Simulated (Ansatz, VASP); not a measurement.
YbH3 in VASP and in Ansatz

The input INCAR:

```
SYSTEM = YbH3
PREC     = Accurate       ! precision mode
ENCUT    = 520            ! plane-wave cutoff, eV
EDIFF    = 1E-7           ! SCF threshold, eV
ISMEAR   = 0              ! smearing method
SIGMA    = 0.05           ! smearing width, eV
LREAL    = .FALSE.        ! projectors in reciprocal space
LASPH    = .TRUE.         ! aspherical terms in the spheres
NELM     = 60             ! most SCF steps
ALGO     = Normal         ! electronic algorithm
ISIF     = 2              ! what is computed and relaxed
LWAVE    = .FALSE.        ! write WAVECAR
LCHARG   = .TRUE.         ! write CHGCAR
GGA      = PE             ! functional
LELF     = .TRUE.         ! ELF
LVHAR    = .TRUE.       
NBANDS   = 22             ! bands
```

File KPOINTS:

```
Automatic mesh
0
G
  10 10 10
  0 0 0
```

Contents of POSCAR:

```
YbH3
1.0
    0.0000000000      2.5413019424      2.5413019424
    2.5413019424      0.0000000000      2.5413019424
    2.5413019424      2.5413019424      0.0000000000
Yb H
1 3
Direct
    0.0000000000      0.0000000000      0.0000000000
    0.5000000000      0.5000000000      0.5000000000
    0.2500000000      0.2500000000      0.2500000000
    0.7657399636      0.7342600364      0.7657399636
```

Input for Ansatz:

```yaml
crystal:
  lattice:
    - [0.0, 2.5413019424, 2.5413019424]
    - [2.5413019424, 0.0, 2.5413019424]
    - [2.5413019424, 2.5413019424, 0.0]
  atoms:
    - { symbol: Yb, position: [0.0, 0.0, 0.0] }
    - { symbol: H, position: [0.5, 0.5, 0.5] }
    - { symbol: H, position: [0.25, 0.25, 0.25] }
    - { symbol: H, position: [0.7657399636, 0.7342600364, 0.7657399636] }
basis:
  ecutwfc: 420
  ecutrho_ratio: 4
kpoints:
  mp_grid: { grid: [10, 10, 10] }
hamiltonian:
  xc: pbe
scf:
  occupations: { method: gaussian, width: 0.05 }
output:
  forces: true
  stress: true
  eigenvalues: true
  write_density: true
  write_potential: true
  elf: true
  volumetric_format: npy
```

Alike in both runs: task single point; functional PBE; k mesh 10 × 10 × 10; occupations gaussian, width 0.05 eV; no spin polarisation.

|  | VASP | Ansatz |
| --- | --- | --- |
| version | VASP 6.6.1 | Ansatz 0.2.0 |
| potentials or method | VASP PAW PBE potentials, release 64 (Yb, H), cutoff 520 eV | scalar-relativistic, plane waves, PAW |
| valence electrons in the cell | 27 | 27 |

|  | VASP | Ansatz | Ansatz less VASP |
| --- | --- | --- | --- |
| gap on the k mesh at the Fermi level (eV) | none | none | - |
| pressure (GPa) | 0.0 | 0.0 | +0.07 |
| traceless stress, the component that is largest in VASP (GPa) | 0.90 | 0.89 | -0.015 |
| rms of the force components (eV/Å) | 0.119 | 0.118 | -0.0007 |

Atom by atom the forces differ by 0.001 eV/Å (rms over components). A gap of «none» marks a metal or a gap that the smearing closes.

Spin-orbit coupling is off throughout.
